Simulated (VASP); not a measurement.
**GaN: single point with PBE**

Crystal: GaN.

```xyz
2
Lattice="-0.0451 2.2310 2.2310 2.2310 -0.0451 2.2310 2.2310 2.2310 -0.0451" Properties=species:S:1:pos:R:3 pbc="T T T"
Ga    0.0000    0.0000    0.0000
N     3.3126    3.3126    3.3126
```

* Program: VASP 6.6.1
* Task: single point
* Functional: PBE
* Potentials or basis: VASP PAW PBE potentials, release 64 (Ga_d, N)
* Cutoff: 520 eV
* k mesh: 8 × 8 × 8
* Occupations: gaussian, width 0.02 eV
* Spin: no spin polarisation

```
Pressure               : 5.4 GPa
Largest force          : 0.337 eV/Å
Band gap on the k mesh : 1.63 eV, direct
```

Forces in eV/Å, atoms in the order of the input:
```
Ga   0.195  0.195  0.195
N   -0.195 -0.195 -0.195
```

Stress tensor (GPa, compression positive):
```
5.37 3.97 3.97
3.97 5.37 3.97
3.97 3.97 5.37
```

Levels at points of the mesh, in eV from the valence-band top:
| k point | band 5 | band 6 | band 7 | band 8 | band 9 | band 10 | band 11 | band 12 | band 13 | band 14 |
| --- | --- | --- | --- | --- | --- | --- | --- | --- | --- | --- |
| (0.00, 0.00, 0.00) | -13.20 | -13.20 | -0.11 | -0.11 | 0.00 | 1.63 | 9.99 | 9.99 | 10.76 | 17.50 |
| (0.50, 0.00, 0.00) | -13.15 | -11.99 | -7.12 | -1.00 | -0.98 | 4.64 | 8.59 | 10.20 | 10.62 | 15.64 |
| (0.50, 0.50, 0.00) | -13.12 | -11.52 | -6.19 | -2.90 | -2.64 | 3.27 | 6.61 | 11.61 | 13.77 | 14.05 |
| (0.50, 0.50, 0.50) | -13.14 | -11.83 | -7.06 | -1.17 | -1.17 | 4.33 | 8.78 | 10.01 | 10.01 | 15.38 |

Wall time 51 s on 1 thread of AMD EPYC 7R13 (shared host), peak memory 0.12 GiB.

PBE gaps usually lie below the measured ones, often by a third to a half.
